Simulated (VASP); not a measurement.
# Pd (Fm-3m) in VASP: relaxation of cell and atoms with LDA

Aim: the relaxation of cell and atoms of Pd with LDA.

Everything below comes from runs of VASP 6.6.1. Logs are shortened: lines on timing, memory, paths and dates and some standing lists are left out, and cuts for length are marked.

## 1. The cell of the first run

The structure is cubic, space group Fm-3m (No. 225). Conventional cell: a = 3.845 Å, b = 3.845 Å, c = 3.845 Å, α = 90.00°, β = 90.00°, γ = 90.00°. Within 3.6 Å of Pd (site symmetry m-3m) lie 12 Pd at 2.72 Å.

## 2. Relaxation of cell and atoms, LDA

Input file INCAR:

```
SYSTEM = Pd
ALGO = Normal
EDIFF = 1E-7
EDIFFG = -0.002
ENCUT = 600
IBRION = 2
ISIF = 3
ISMEAR = 0
LASPH = .True.
LCHARG = .False.
LREAL = .False.
LWAVE = .False.
NELM = 100
NSW = 100
PREC = Accurate
SIGMA = 0.1
```

Input file KPOINTS:

```
k-points
0
Gamma
  18 18 18
  0 0 0
```

Input file POSCAR:

```
Pd
1.0
    0.0000000000      1.9225837208      1.9225837208
    1.9225837208      0.0000000000      1.9225837208
    1.9225837208      1.9225837208      0.0000000000
Pd
1
Direct
    0.0000000000      0.0000000000      0.0000000000
```

Potentials or basis: VASP PAW LDA potentials, release 64 (Pd).

Command:

```sh
> cat potpaw_LDA.64/Pd/POTCAR > POTCAR
> mpirun -np 1 vasp_std > vasp.out
```

OUTCAR:

```text
SYSTEM = Pd
   EDIFF = 1E-7
   EDIFFG = -0.002
   ENCUT = 600
   IBRION = 2
   ISIF = 3
   ISMEAR = 0
   LASPH = .True.
   LREAL = .False.
   NELM = 100
   NSW = 100
   PREC = Accurate

 ion  position               nearest neighbor table
   1  0.000  0.000  0.000-

  LATTYP: Found a face centered cubic cell.
 ALAT       =     3.8451674416

  Lattice vectors:

 A1 = (   0.0000000000,   1.9225837208,   1.9225837208)
 A2 = (   1.9225837208,   0.0000000000,   1.9225837208)
 A3 = (   1.9225837208,   1.9225837208,   0.0000000000)

Analysis of symmetry for initial positions (statically):
=====================================================================
 Subroutine PRICEL returns:
 Original cell was already a primitive cell.

 Routine SETGRP: Setting up the symmetry group for a
 face centered cubic supercell.

 Subroutine GETGRP returns: Found 48 space group operations
 (whereof 48 operations were pure point group operations)
 out of a pool of 48 trial point group operations.

The static configuration has the point symmetry O_h .

Analysis of symmetry for dynamics (positions and initial velocities):
=====================================================================
 Subroutine PRICEL returns:
 Original cell was already a primitive cell.

 Routine SETGRP: Setting up the symmetry group for a
 face centered cubic supercell.

 Subroutine GETGRP returns: Found 48 space group operations
 (whereof 48 operations were pure point group operations)
 out of a pool of 48 trial point group operations.

The dynamic configuration has the point symmetry O_h .

 Subroutine INISYM returns: Found 48 space group operations
 (whereof 48 operations are pure point group operations),
 and found     1 'primitive' translations

----------------------------------------------------------------------------------------

                                     Primitive cell

  volume of cell :      14.2130

  direct lattice vectors                    reciprocal lattice vectors
     0.000000000  1.922583721  1.922583721    -0.260066698  0.260066698  0.260066698
     1.922583721  0.000000000  1.922583721     0.260066698 -0.260066698  0.260066698
     1.922583721  1.922583721  0.000000000     0.260066698  0.260066698 -0.260066698

  length of vectors
     2.718943973  2.718943973  2.718943973     0.450448734  0.450448734  0.450448734

  position of ions in fractional coordinates (direct lattice)
     0.000000000  0.000000000  0.000000000

  ion indices of the primitive-cell ions
   primitive index   ion index
                 1           1

----------------------------------------------------------------------------------------

 KPOINTS: k-points

Automatic generation of k-mesh.
 Grid dimensions read from file:
 generate k-points for:   18   18   18

 Generating k-lattice:

  Cartesian coordinates                     Fractional coordinates (reciprocal lattice)
    -0.014448150  0.014448150  0.014448150     0.055555556  0.000000000  0.000000000
     0.014448150 -0.014448150  0.014448150     0.000000000  0.055555556  0.000000000
     0.014448150  0.014448150 -0.014448150     0.000000000  0.000000000  0.055555556

  Length of vectors
     0.025024930  0.025024930  0.025024930

  Shift w.r.t. Gamma in fractional coordinates (k-lattice)
     0.000000000  0.000000000  0.000000000

 Subroutine IBZKPT returns following result:
 ===========================================

 Found    195 irreducible k-points:

 Following reciprocal coordinates:
            Coordinates               Weight
  0.000000  0.000000  0.000000      1.000000
  0.055556  0.000000  0.000000      8.000000
  0.111111  0.000000  0.000000      8.000000
  0.166667  0.000000  0.000000      8.000000
  0.222222  0.000000  0.000000      8.000000
  0.277778  0.000000  0.000000      8.000000
[... 16 lines left out ...]
 -0.277778  0.055556  0.000000     24.000000
 -0.222222  0.055556  0.000000     24.000000
 [... further k-points ...]
   k-points           NKPTS =    195   k-points in BZ     NKDIM =    195   number of bands    NBANDS=      9
   number of dos      NEDOS =    301   number of ions     NIONS =      1
   total plane-waves  NPLWV =  13824
   dimension x,y,z NGX =    24 NGY =   24 NGZ =   24
   dimension x,y,z NGXF=    48 NGYF=   48 NGZF=   48
   ions per type =               1
   NGX,Y,Z   is equivalent  to a cutoff of  14.67, 14.67, 14.67 a.u.
   NGXF,Y,Z  is equivalent  to a cutoff of  29.35, 29.35, 29.35 a.u.
 SYSTEM =  Pd
   PREC   = accura    normal or accurate (medium, high low for compatibility)
   ISTART =      0    job   : 0-new  1-cont  2-samecut
   ICHARG =      2    charge: 1-file 2-atom 10-const
   ISPIN  =      1    spin polarized calculation?
   LNONCOLLINEAR =      F non collinear calculations
   LSORBIT =      F    spin-orbit coupling
   LASPH  =      T    aspherical Exc in radial PAW
   ENCUT  =  600.0 eV  44.10 Ry    6.64 a.u.   5.43  5.43  5.43*2*pi/ulx,y,z
   NELM   =    100;   NELMIN=  2; NELMDL= -5     # of ELM steps
   EDIFF  = 0.1E-06   stopping-criterion for ELM
   LREAL  =      F    real-space projection
   EDIFFG = -.2E-02   stopping-criterion for IOM
   NSW    =    100    number of steps for IOM
   IBRION =      2    ionic relax: 0-MD 1-quasi-New 2-CG
   NFREE  =      1    steps in history (QN), initial steepest desc. (CG)
   ISIF   =      3    stress and relaxation
   ISYM   =      2    0-nonsym 1-usesym 2-fastsym
   POTIM  = 0.5000    time-step for ionic-motion
   TEBEG  =    0.0;   TEEND  =   0.0 temperature during run
   PSTRESS=    0.0 pullay stress
   NELECT =      10.0000    total number of electrons
   NUPDOWN=      -1.0000    fix difference up-down
   EMIN   =  10.00;   EMAX   =-10.00  energy-range for DOS
   EFERMI =   0.00;   METHOD = LEGACY
   ISMEAR =     0;   SIGMA  =   0.10  broadening in eV -4-tet -1-fermi 0-gaus
   EFERMI_NEDOS =   21; number of points for ismear=-14 and -15
   IALGO  =     38    algorithm
   IMIX   =      4    mixing-type and parameters
     AMIX     =   0.40;   BMIX     =  1.00
     AMIX_MAG =   1.60;   BMIX_MAG =  1.00
  volume/ion in A,a.u.               =      14.21        95.91
  Fermi-wavevector in a.u.,A,eV,Ry     =   1.456061  2.751556 28.845898  2.120114
  Thomas-Fermi vector in A             =   2.573023
   LORBIT       =      0    0 simple, 1 ext, 2 COOP (PROOUT), +10 PAW based schemes
   GGA     = CA    functional components
   LHFCALC =     F    Hartree Fock is set to
   AEXX    =    0.0000 exact exchange contribution
   IVDW    =     0    specifies the selected vdW correction
   LEPSILON=     F    determine dielectric tensor
   LRPA    =     F    only Hartree local field effects (RPA)
 conjugate gradient relaxation of ions
 non-spin polarized calculation
 Gauss-broadening in eV      SIGMA  =   0.10
  energy-cutoff  :      600.00
  volume of cell :       14.21
 maximum number of plane-waves:       495
 NGX is ok and might be reduce to    24
   NGX = 11   NGY = 11   NGZ = 11

--------------------------------------- Ionic step        1  -------------------------------------------

 number of electron      10.0000002 magnetization

 Free energy of the ion-electron system (eV)
  ---------------------------------------------------
  ext. energy  EPLUGINS =         0.00000000
  ---------------------------------------------------
  free energy    TOTEN  =        -6.50344542 eV

  energy without entropy =       -6.49232953  energy(sigma->0) =       -6.49788747

------------------------ aborting loop because EDIFF is reached ----------------------------------------

  FORCE on cell =-STRESS in cart. coord.  units (eV):
  Direction    XX          YY          ZZ          XY          YZ          ZX
  --------------------------------------------------------------------------------------
  -------------------------------------------------------------------------------------
  Total       -0.0759704     -0.0759704     -0.0759704      0.0000000      0.0000000      0.0000000
  in kB       -8.5638556     -8.5638556     -8.5638556      0.0000000      0.0000000      0.0000000
  external PRESSURE =      -8.5638556 kB  Pullay stress =       0.0000000 kB
[... 55 lines left out ...]
  energy  without entropy=       -6.4921262071  energy(sigma->0) =       -6.49759256

--------------------------------------- Ionic step        3  -------------------------------------------

 number of electron      10.0000002 magnetization

 Free energy of the ion-electron system (eV)
  ---------------------------------------------------
  ext. energy  EPLUGINS =         0.00000000
  ---------------------------------------------------
  free energy    TOTEN  =        -6.50358898 eV

  energy without entropy =       -6.49253591  energy(sigma->0) =       -6.49806245

 E-fermi :  10.3143     XC(G=0): -13.7682

 val. band max:       10.3124556428   @ k =  -0.4444   0.3889   0.1111
 cond. band min:      10.3180124873   @ k =   0.5000   0.1111   0.0000
 fundamental gap:      0.0055568446
 Fermi energy:        10.3143345809

 k-point     1 :       0.0000    0.0000    0.0000
  band No.  band energies     occupation
      1       2.7492      2.00000
      2       7.2445      2.00000
      3       7.2445      2.00000
      4       7.2445      2.00000
      5       9.0046      2.00000
      6       9.0046      2.00000
      7      27.4467      0.00000
      8      32.4029      0.00000
      9      32.4029      0.00000
[... 265 lines left out ...]
 k-point    24 :      -0.2222    0.0556    0.0000
  band No.  band energies     occupation
      1       4.5115      2.00000
      2       6.9991      2.00000
      3       7.5962      2.00000
      4       7.6333      2.00000
      5       8.8641      2.00000
      6       9.4320      2.00000
      7      25.5176      0.00000
      8      28.6494      0.00000
      9      32.8888      0.00000

 [... further k-points ...]
[... 5 lines left out ...]
  --------------------------------------------------------------------------------------
  -------------------------------------------------------------------------------------
  Total       -0.0002586     -0.0002586     -0.0002586     -0.0000000      0.0000000     -0.0000000
  in kB       -0.0292575     -0.0292575     -0.0292575     -0.0000000      0.0000000     -0.0000000
  external PRESSURE =      -0.0292575 kB  Pullay stress =       0.0000000 kB
[... 16 lines left out ...]
  FREE ENERGIE OF THE ION-ELECTRON SYSTEM (eV)
  ---------------------------------------------------
  free  energy   TOTEN  =        -6.5035889817 eV

  energy  without entropy=       -6.4925359107  energy(sigma->0) =       -6.49806245

 reached required accuracy - stopping structural energy minimisation
```

Run time: 80 s. Hardware: 1 thread of AMD EPYC 7R43 (Zen 3), shared host; peak memory 0.12 GiB.

Results:

```yaml
Free_energy: -6.5036 eV
Relaxed_volume: 14.16 Å³/atom
Relaxed_cell: a = 2.716 Å, b = 2.716 Å, c = 2.716 Å, α = 60.00°, β = 60.00°, γ = 60.00°
Space_group_after_relaxing_to_0.05_Å: Fm-3m (No. 225)
Energy_gained_by_relaxing: 0.1 meV/atom
Ionic_steps: 3
Pressure_after_relaxing: 0.0 GPa
Band_gap_on_the_k_mesh: zero (band 5 reaches 10.63 eV, above the bottom of band 6 at 8.93 eV)
```

The path:
| step | energy change (eV) | largest force (eV/Å) | pressure (GPa) | volume (Å³) |
| --- | --- | --- | --- | --- |
| 1 | 0.0000 | 0.0000 | -0.86 | 14.21 |
| 2 | 0.0004 | 0.0000 | 1.68 | 14.06 |
| 3 | -0.0001 | 0.0000 | 0.00 | 14.16 |

Final structure:
```cif
data_structure
_symmetry_space_group_name_H-M 'P 1'
_symmetry_Int_Tables_number 1
_cell_length_a 2.7155
_cell_length_b 2.7155
_cell_length_c 2.7155
_cell_angle_alpha 60.000
_cell_angle_beta 60.000
_cell_angle_gamma 60.000
_cell_volume 14.16
loop_
_atom_site_label
_atom_site_type_symbol
_atom_site_fract_x
_atom_site_fract_y
_atom_site_fract_z
_atom_site_occupancy
Pd1 Pd 0.00000 0.00000 0.00000 1
```

Levels at points of the mesh, in eV from the Fermi level:
| k point | band 3 | band 4 | band 5 | band 6 | band 7 | band 8 |
| --- | --- | --- | --- | --- | --- | --- |
| (0.00, 0.00, 0.00) | -3.07 | -3.07 | -1.31 | -1.31 | 17.13 | 22.09 |
| (0.50, 0.00, 0.00) | -3.11 | -0.02 | -0.02 | 0.85 | 7.58 | 16.52 |
| (0.50, 0.50, 0.00) | -0.04 | 0.32 | 0.32 | 3.24 | 11.15 | 13.28 |
